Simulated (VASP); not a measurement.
The system is ZnTe2O3.

```
CELL_PARAMETERS angstrom
5.91825 0.00000 0.00000
-2.95912 5.12535 0.00000
0.00000 0.00000 3.28705
ATOMIC_POSITIONS crystal
Zn 0.00000 0.00000 0.00000
Te 0.33333 0.66667 0.00000
Te 0.66667 0.33333 0.00000
O 0.50000 0.00000 0.50000
O 0.50000 0.50000 0.50000
O 0.00000 0.50000 0.50000
```

The cell was built from a structure type or drawn by symmetry, and may not be a known phase.

| Property | Result |
| --- | --- |
| Program | VASP 6.6.1 |
| Task | relaxation of cell and atoms |
| Functional | PBE |
| Potentials or basis | VASP PAW PBE potentials, release 64 (Zn, Te, O) |
| Cutoff | 600 eV |
| k mesh | 3 × 3 × 6 |
| Occupations | gaussian, width 0.1 eV |
| Spin | no spin polarisation |

At the start: pressure -1.2 GPa; volume 16.62 Å³/atom.

Problem. Where does the relaxation end?

Solution. Over 6 steps the energy falls by 19.5 meV/atom and the volume is 15.87 Å³/atom (-4.5 %); space group P6/mmm (No. 191, to 0.1 Å) before and after.

Step by step:
```csv
step,energy change (eV),largest force (eV/Å),pressure (GPa),volume (Å³)
1,0.0000,0.0000,-1.22,99.71
2,-0.0889,0.0000,-1.31,97.86
3,-0.1126,0.0000,-1.22,96.45
4,-0.1128,0.0000,-1.21,96.36
5,-0.1135,0.0000,1.16,94.16
6,-0.1172,0.0000,0.04,95.20
```

Final structure:
```xyz
6
Lattice="5.7060 0.0000 0.0000 -2.8530 4.9415 0.0000 0.0000 0.0000 3.3763" Properties=species:S:1:pos:R:3 pbc="T T T"
Zn    0.0000    0.0000    0.0000
Te    0.0000    3.2944    3.3763
Te    2.8530    1.6472    0.0000
O     2.8530    0.0000    1.6882
O     1.4265    2.4708    1.6882
O     4.2795    2.4708    1.6882
```

Caveat: the k points lie up to 0.42 Å⁻¹ apart in the final cell, too coarse for converged energies and pressures of a metal.
